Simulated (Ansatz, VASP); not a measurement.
Te2Mo in VASP and in Ansatz

The input INCAR:

```
SYSTEM = Te2Mo
  PREC = Accurate
  ENCUT = 520
  EDIFF = 1E-6
  ISMEAR = -1
  SIGMA = 0.05
  LREAL = .False.
  LASPH = .True.
  NELM = 100
  ALGO = Normal
  ISIF = 2
  LWAVE = .False.
  LCHARG = .False.
  GGA = PS
  NBANDS = 35
```

Contents of KPOINTS:

```
regular mesh
0
Gamma
  9 9 2
  0 0 0
```

Contents of POSCAR:

```
Te2Mo
1.0
    3.6072443703      0.0000000000      0.0000000000
   -1.8036221851      3.1239652623      0.0000000000
    0.0000000000      0.0000000000     25.1377638212
Te Mo
4 2
Direct
    0.3333333333      0.6666666667      0.2236394800
    0.6666666667      0.3333333333      0.9206288600
    0.6666666667      0.3333333333      0.7763605200
    0.3333333333      0.6666666667      0.0793711400
    0.6666666667      0.3333333333      0.1515414900
    0.3333333333      0.6666666667      0.8484585100
```

The input input.yaml:

```yaml
crystal:
  lattice:
    - [3.6072443703, 0.0, 0.0]
    - [-1.8036221851, 3.1239652623, 0.0]
    - [0.0, 0.0, 25.1377638212]
  atoms:
    - { symbol: Te, position: [0.3333333333, 0.6666666667, 0.22363948] }
    - { symbol: Te, position: [0.6666666667, 0.3333333333, 0.92062886] }
    - { symbol: Te, position: [0.6666666667, 0.3333333333, 0.77636052] }
    - { symbol: Te, position: [0.3333333333, 0.6666666667, 0.07937114] }
    - { symbol: Mo, position: [0.6666666667, 0.3333333333, 0.15154149] }
    - { symbol: Mo, position: [0.3333333333, 0.6666666667, 0.84845851] }
kpoints:
  mp_grid: { grid: [9, 9, 2] }
scf:
  occupations: { method: fermi_dirac, width: 0.05 }
hamiltonian:
  xc: pbesol
  pseudopotentials: { kind: all_electron, lapw: { basis_error: 0.002 } }
output:
  forces: true
  stress: true
  eigenvalues: true
```

Change from the starting cell: volume scaled by 1.04.

Alike in both runs: task single point; functional PBEsol; k mesh 9 × 9 × 2; occupations fermi-dirac, width 0.05 eV; no spin polarisation.

```csv
,VASP,Ansatz
version,VASP 6.6.1,Ansatz 0.2.0
potentials or method,"VASP PAW PBE potentials, release 64 (Te, Mo_sv), cutoff 520 eV","all-electron LAPW, scalar-relativistic"
```

|  | VASP | Ansatz | Ansatz less VASP |
| --- | --- | --- | --- |
| gap on the k mesh at the Fermi level (eV) | 0.97 | 0.97 | +0.002 |
| least direct gap on the mesh (eV) | 0.97 | 0.97 | +0.002 |
| rms of the force components (eV/Å) | 0.294 | 0.306 | +0.0117 |

VASP's potentials were made for PBE, not for PBEsol. Atom by atom the forces differ by 0.012 eV/Å (rms over components). Ansatz ran all-electron here, and VASP with PAW potentials.

Neither program's run includes spin-orbit coupling.
